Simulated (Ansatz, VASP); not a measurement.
**GaSb3 in VASP and in Ansatz**

```
Sb Ga
1.0
     0.00000    3.77969    3.77969
     3.77969    0.00000    3.77969
     3.77969    3.77969    0.00000
Sb Ga
3 1
Direct
  0.50000 0.50000 0.50000
  0.75000 0.75000 0.75000
  0.25000 0.25000 0.25000
  0.00000 0.00000 0.00000
```

Alike in both runs: task single point; functional PBE; k mesh 6 × 6 × 6; occupations fermi-dirac, width 0.05 eV; no spin polarisation.

|  | VASP | Ansatz |
| --- | --- | --- |
| version | VASP 6.6.1 | Ansatz 0.2.0 |
| potentials or method | VASP PAW PBE potentials, release 64 (Sb, Ga_d) | Ansatz PAW |
| plane-wave cutoff (eV) | 500 | 420 |
| valence electrons in the cell | 28 | 58 |

|  | VASP | Ansatz | Ansatz less VASP |
| --- | --- | --- | --- |
| gap on the k mesh at the Fermi level (eV) | none | none | - |
| pressure (GPa) | -2.3 | -2.2 | +0.10 |

A gap of «none» marks a metal or a gap that the smearing closes. The functional is the same, so the differences come from potentials, cutoffs and numerics. VASP's potentials hold 28 valence electrons a cell and Ansatz's 58, so a difference there can come from the potentials and not from the codes.

Neither program's run includes spin-orbit coupling.
